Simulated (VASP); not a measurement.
Here is a VASP 6.6.1 calculation.

The input INCAR:

```
SYSTEM = Rh
PREC = Accurate
ENCUT = 520
EDIFF = 1E-6
ISMEAR = -1
SIGMA = 0.05
LREAL = .False.
LASPH = .True.
NELM = 100
ALGO = Normal
ISIF = 2
LWAVE = .False.
LCHARG = .False.
GGA = PE
NBANDS = 14
```

File KPOINTS:

```
regular mesh
0
Gamma
  13 13 13
  0 0 0
```

Contents of POSCAR:

```
Rh
1.0
    2.6839650000      0.0000000000      0.0000000000
    1.3419825000      2.3243818729      0.0000000000
    1.3419825000      0.7747939576      2.1914482458
Rh
1
Direct
    0.0000000000      0.0000000000      0.0000000000
```

Potentials or basis: VASP PAW PBE potentials, release 64 (Rh_pv).

Command:

```bash
$ cat potpaw_PBE.64/Rh_pv/POTCAR > POTCAR
$ mpirun -np 1 vasp_std > vasp.out
```

Problem. Predict the pressure.

Solution. 7.7 GPa.
